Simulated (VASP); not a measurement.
Set up this calculation in VASP 6.6.1, as the native input.

```
Task                   : single point
Functional             : PBEsol
Potentials or basis    : VASP PAW PBE potentials, release 64 (Zr_sv, C)
Cutoff                 : 520 eV
k mesh                 : 12 × 12 × 6
Occupations            : gaussian, width 0.05 eV
Spin                   : no spin polarisation
Dipole correction      : no
Further INCAR settings : ALGO = Normal; EDIFF = 1e-06; NBANDS = 24
```

The structure of ZrC lies in POSCAR:

```
ZrC
1.0
    3.3182351104      0.0000000000      0.0000000000
   -1.6591175552      2.8736759013      0.0000000000
    0.0000000000      0.0000000000      5.8611741990
Zr C
2 2
Direct
    0.0000000000      0.0000000000      0.0000000000
    0.0000000000      0.0000000000      0.5000000000
    0.3333333333      0.6666666667      0.2500000000
    0.6666666667      0.3333333333      0.7500000000
```

This cell differs from its parent crystal: volume scaled by 1.040.

These files were run (other wordings do the same):

INCAR

```
SYSTEM = ZrC
ALGO     = Normal         ! electronic algorithm
EDIFF    = 1E-6           ! SCF threshold, eV
ENCUT    = 520            ! plane-wave cutoff, eV
GGA      = PS             ! functional
ISIF     = 2              ! what is computed and relaxed
ISMEAR   = 0              ! smearing method
LASPH    = .TRUE.         ! aspherical terms in the spheres
LCHARG   = .TRUE.         ! write CHGCAR
LELF     = .TRUE.         ! ELF
LREAL    = .FALSE.        ! projectors in reciprocal space
LVHAR    = .TRUE.       
LWAVE    = .FALSE.        ! write WAVECAR
NBANDS   = 24             ! bands
NELM     = 100            ! most SCF steps
PREC     = Accurate       ! precision mode
SIGMA    = 0.05           ! smearing width, eV
```

KPOINTS

```
k-points
0
G
  12 12 6
  0 0 0
```

Potentials or basis: VASP PAW PBE potentials, release 64 (Zr_sv, C).

The run is started by

```console
$ cat potpaw_PBE.64/Zr_sv/POTCAR potpaw_PBE.64/C/POTCAR > POTCAR
$ mpirun -np 1 vasp_std > vasp.out
```

It gave:

* Pressure: -7.1 GPa
* Band gap on the k mesh: zero (band 16 reaches 9.87 eV, above the bottom of band 17 at 8.37 eV)

Caveat: the PAW data sets were made with another functional, which shifts forces and pressure a little.

It took 91 s on 1 thread of AMD EPYC 7R43 64-Core Processor (Zen 3), with other jobs on the host, peak memory 0.2 GiB.
